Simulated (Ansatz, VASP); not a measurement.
# Two plane-wave programs on Si

INCAR

```
SYSTEM = Si
  PREC = Accurate
  ENCUT = 520
  EDIFF = 1E-6
  ISMEAR = 0
  SIGMA = 0.1
  LREAL = .False.
  LASPH = .True.
  NELM = 60
  ALGO = Normal
  ISIF = 2
  LWAVE = .False.
  LCHARG = .True.
  LDIPOL = .True.
  IDIPOL = 3
  DIPOL = 0.5 0.5 0.500
  GGA = PE
  IVDW = 12
  LELF = .True.
  LVHAR = .True.
  LVACPOTAV = .True.
  NBANDS = 11
```

The input KPOINTS:

```
regular mesh
0
Gamma
  15 15 1
  0 0 0
```

The input POSCAR:

```
Si
1.0
    3.6070000000      0.0000000000      0.0000000000
   -1.8035000000      3.1237536315      0.0000000000
    0.0000000000      0.0000000000     28.0000000000
Si
2
Direct
    0.3333333333      0.6666666667      0.5051071429
    0.6666666667      0.3333333333      0.4948928571
```

Input for Ansatz:

```yaml
crystal:
  lattice:
    - [3.607, 0.0, 0.0]
    - [-1.8035, 3.1237536315, 0.0]
    - [0.0, 0.0, 28.0]
  atoms:
    - { symbol: Si, position: [0.3333333333, 0.6666666667, 0.5051071429] }
    - { symbol: Si, position: [0.6666666667, 0.3333333333, 0.4948928571] }
  periodic: [true, true, false]
basis:
  ecutwfc: 420
kpoints:
  mp_grid: { grid: [15, 15, 1] }
hamiltonian:
  xc: pbe
  dispersion: d3bj
scf:
  occupations: { method: gaussian, width: 0.1 }
output:
  forces: true
  stress: true
  eigenvalues: true
  write_density: true
  write_potential: true
  elf: true
  volumetric_format: npy
```

Alike in both runs: task single point; functional PBE; dispersion D3(BJ); k mesh 15 × 15 × 1; occupations gaussian, width 0.1 eV; no spin polarisation.

|  | VASP | Ansatz |
| --- | --- | --- |
| version | VASP 6.6.1 | Ansatz 0.2.0 |
| potentials or method | VASP PAW PBE potentials, release 64 (Si), cutoff 520 eV | scalar-relativistic, plane waves, PAW |
| valence electrons in the cell | 8 | 8 |

```csv
,VASP,Ansatz,Ansatz less VASP
gap on the k mesh at the Fermi level (eV),none,none,-
rms of the force components (eV/Å),0.469,0.472,+0.0037
"work function, face that differs most (eV)",4.45,4.45,-0.004
```

Atom by atom the forces differ by 0.004 eV/Å (rms over components). A gap of «none» marks a metal or a gap that the smearing closes.
